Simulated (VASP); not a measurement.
# Sb (R-3m) in VASP: single point with LDA

Aim: the single point of Sb with LDA.

Program: VASP 6.6.1. These are calculated values, not measurements. Logs are shortened: lines on timing, memory, paths and dates and some standing lists are left out, and cuts for length are marked.

## Step 1: The cell of the first run

It takes space group R-3m (No. 166, trigonal). Conventional cell: a = 4.293 Å, b = 4.293 Å, c = 10.957 Å, α = 90.00°, β = 90.00°, γ = 120.00°. Sb (site symmetry 3m) has 6 Sb at 2.91 to 3.27 Å within 3.8 Å.

## Step 2: Single point, LDA

Contents of INCAR:

```
  ALGO = Normal
  EDIFF = 1E-6
  ENCUT = 500
  GGA_COMPAT = F
  ISIF = 2
  ISMEAR = 0
  LASPH = T
  LCHARG = F
  LREAL = F
  LWAVE = F
  NBANDS = 22
  NELM = 120
  PREC = Accurate
  SIGMA = 0.1
```

Contents of KPOINTS:

```
k-points
0
Gamma
  16 16 16
```

Contents of POSCAR:

```
Sb
1.0
    2.1463948547      1.2392216471      3.6521783702
   -2.1463948547      1.2392216471      3.6521783702
    0.0000000000     -2.4784432943      3.6521783702
Sb
2
Direct
    0.2361645538      0.2361645538      0.2361645538
    0.7638354462      0.7638354462      0.7638354462
```

Potentials or basis: VASP PAW LDA potentials, release 64 (Sb_d_GW).

The run is started by

```bash
$ cat potpaw_LDA.64/Sb_d_GW/POTCAR > POTCAR
$ mpirun -np 1 vasp_std > vasp.out
```

OUTCAR:

```text
EDIFF = 1E-6
   ENCUT = 500
   ISIF = 2
   ISMEAR = 0
   LASPH = T
   LREAL = F
   NELM = 120
   PREC = Accurate

 ion  position               nearest neighbor table
   1  0.236  0.236  0.236-   2 2.91   2 2.91   2 2.91   2 3.27   2 3.27   2 3.27
   2  0.764  0.764  0.764-   1 2.91   1 2.91   1 2.91   1 3.27   1 3.27   1 3.27

  LATTYP: Found a trigonal (rhomboedric) cell.
 ALAT       =     4.4137385526
 COS(alpha) =     0.5270273539

  Lattice vectors:

 A1 = (   2.1463948547,   1.2392216471,   3.6521783702)
 A2 = (  -2.1463948547,   1.2392216471,   3.6521783702)
 A3 = (   0.0000000000,  -2.4784432943,   3.6521783702)

Analysis of symmetry for initial positions (statically):
=====================================================================
 Subroutine PRICEL returns:
 Original cell was already a primitive cell.

 Routine SETGRP: Setting up the symmetry group for a
 trigonal (rhombohedral) supercell.

 Subroutine GETGRP returns: Found 12 space group operations
 (whereof 12 operations were pure point group operations)
 out of a pool of 12 trial point group operations.

The static configuration has the point symmetry D_3d.

Analysis of symmetry for dynamics (positions and initial velocities):
=====================================================================
 Subroutine PRICEL returns:
 Original cell was already a primitive cell.

 Routine SETGRP: Setting up the symmetry group for a
 trigonal (rhombohedral) supercell.

 Subroutine GETGRP returns: Found 12 space group operations
 (whereof 12 operations were pure point group operations)
 out of a pool of 12 trial point group operations.

The dynamic configuration has the point symmetry D_3d.

 Subroutine INISYM returns: Found 12 space group operations
 (whereof 12 operations are pure point group operations),
 and found     1 'primitive' translations

----------------------------------------------------------------------------------------

                                     Primitive cell

  volume of cell :      58.2857

  direct lattice vectors                    reciprocal lattice vectors
     2.146394855  1.239221647  3.652178370     0.232948751  0.134493024  0.091269730
    -2.146394855  1.239221647  3.652178370    -0.232948751  0.134493024  0.091269730
[... 78 lines left out ...]
   ICHARG =      2    charge: 1-file 2-atom 10-const
   ISPIN  =      1    spin polarized calculation?
   LNONCOLLINEAR =      F non collinear calculations
   LSORBIT =      F    spin-orbit coupling
   LASPH  =      T    aspherical Exc in radial PAW
   ENCUT  =  500.0 eV  36.75 Ry    6.06 a.u.   8.05  8.05  8.05*2*pi/ulx,y,z
   NELM   =    120;   NELMIN=  2; NELMDL= -5     # of ELM steps
   EDIFF  = 0.1E-05   stopping-criterion for ELM
   LREAL  =      F    real-space projection
   EDIFFG = 0.1E-04   stopping-criterion for IOM
   NSW    =      0    number of steps for IOM
   IBRION =     -1    ionic relax: 0-MD 1-quasi-New 2-CG
   NFREE  =      0    steps in history (QN), initial steepest desc. (CG)
   ISIF   =      2    stress and relaxation
   ISYM   =      2    0-nonsym 1-usesym 2-fastsym
   POTIM  = 0.5000    time-step for ionic-motion
   TEBEG  =    0.0;   TEEND  =   0.0 temperature during run
   PSTRESS=    0.0 pullay stress
   NELECT =      30.0000    total number of electrons
   NUPDOWN=      -1.0000    fix difference up-down
   EMIN   =  10.00;   EMAX   =-10.00  energy-range for DOS
   EFERMI =   0.00;   METHOD = LEGACY
   ISMEAR =     0;   SIGMA  =   0.10  broadening in eV -4-tet -1-fermi 0-gaus
   EFERMI_NEDOS =   21; number of points for ismear=-14 and -15
   IALGO  =     38    algorithm
   IMIX   =      4    mixing-type and parameters
     AMIX     =   0.40;   BMIX     =  1.00
     AMIX_MAG =   1.60;   BMIX_MAG =  1.00
  volume/ion in A,a.u.               =      29.14       196.67
  Fermi-wavevector in a.u.,A,eV,Ry     =   1.311982  2.479287 23.419674  1.721298
  Thomas-Fermi vector in A             =   2.442406
   LORBIT       =      0    0 simple, 1 ext, 2 COOP (PROOUT), +10 PAW based schemes
   GGA     = CA    functional components
   LHFCALC =     F    Hartree Fock is set to
   AEXX    =    0.0000 exact exchange contribution
   IVDW    =     0    specifies the selected vdW correction
   LEPSILON=     F    determine dielectric tensor
   LRPA    =     F    only Hartree local field effects (RPA)
 non-spin polarized calculation
 Gauss-broadening in eV      SIGMA  =   0.10
  energy-cutoff  :      500.00
  volume of cell :       58.29
 maximum number of plane-waves:      1494
   NGX = 17   NGY = 17   NGZ = 17

 number of electron      29.9999988 magnetization

 Free energy of the ion-electron system (eV)
  ---------------------------------------------------
  ext. energy  EPLUGINS =         0.00000000
  ---------------------------------------------------
  free energy    TOTEN  =        -9.64321698 eV

  energy without entropy =       -9.64227723  energy(sigma->0) =       -9.64274711

 E-fermi :   5.4513     XC(G=0): -10.3262

 val. band max:        5.4083318343   @ k =   0.5000   0.5000   0.5000
 cond. band min:       5.5067901379   @ k =   0.4375   0.0625   0.0625
 fundamental gap:      0.0984583036
 Fermi energy:         5.4512893992

 k-point     1 :       0.0000    0.0000    0.0000
  band No.  band energies     occupation
      1     -23.8759      2.00000
      2     -23.8759      2.00000
      3     -23.7774      2.00000
      4     -23.7774      2.00000
      5     -23.7576      2.00000
      6     -23.6561      2.00000
[... 589 lines left out ...]
     21      10.7805      0.00000
     22      12.8326      0.00000

 [... further k-points ...]

------------------------ aborting loop because EDIFF is reached ----------------------------------------

  FORCE on cell =-STRESS in cart. coord.  units (eV):
  Direction    XX          YY          ZZ          XY          YZ          ZX
  --------------------------------------------------------------------------------------
  -------------------------------------------------------------------------------------
  Total        0.0025595      0.0025595     -0.0083850     -0.0000000      0.0000000      0.0000000
  in kB        0.0703576      0.0703576     -0.2304887     -0.0000000      0.0000000      0.0000000
  external PRESSURE =      -0.0299245 kB  Pullay stress =       0.0000000 kB

 VOLUME and BASIS-vectors are now :
 -----------------------------------------------------------------------------
  energy-cutoff  :      500.00
  volume of cell :       58.29
      direct lattice vectors                 reciprocal lattice vectors
     2.146394855  1.239221647  3.652178370     0.232948751  0.134493024  0.091269730
    -2.146394855  1.239221647  3.652178370    -0.232948751  0.134493024  0.091269730
     0.000000000 -2.478443294  3.652178370     0.000000000 -0.268986048  0.091269730

 POSITION                                       TOTAL-FORCE (eV/Angst)
 -----------------------------------------------------------------------------------
      0.00000     -0.00000      2.58755         0.000000     -0.000000      0.013592
      0.00000     -0.00000      8.36899         0.000000      0.000000     -0.013592
 -----------------------------------------------------------------------------------
    total drift:                               -0.000000      0.000000     -0.000000

  FREE ENERGIE OF THE ION-ELECTRON SYSTEM (eV)
  ---------------------------------------------------
  free  energy   TOTEN  =        -9.6432169815 eV

  energy  without entropy=       -9.6422772318  energy(sigma->0) =       -9.64274711
```

stdout:

```text
POSCAR found type information on POSCAR Sb
 POSCAR found :  1 types and       2 ions
 scaLAPACK will be used
 LDA part: xc-table for (Slater(with rela. corr.)+CA(PZ))
 , standard interpolation
 POSCAR, INCAR and KPOINTS ok, starting setup
 FFT: planning ... GRIDC
 FFT: planning ... GRID_SOFT
 FFT: planning ... GRID
 WAVECAR not read
 entering main loop
```

Run time: 6.1 min. Hardware: 1 thread of Intel Xeon 6975P-C (Granite Rapids), shared host; peak memory 0.55 GiB.

Results:

```
Free energy            : -9.6432 eV
Pressure               : 0.0 GPa
Largest force          : 0.014 eV/Å
Band gap on the k mesh : zero (bands 15 and 16 overlap by 0.23 eV)
```

Forces on the atoms (eV/Å):
```
Sb   0.000  0.000  0.014
Sb   0.000  0.000 -0.014
```

Caveat: spin-orbit coupling is left out, which moves the levels of the heavy elements.

The gap in the log of VASP goes by the Fermi energy; the results here count the filled bands.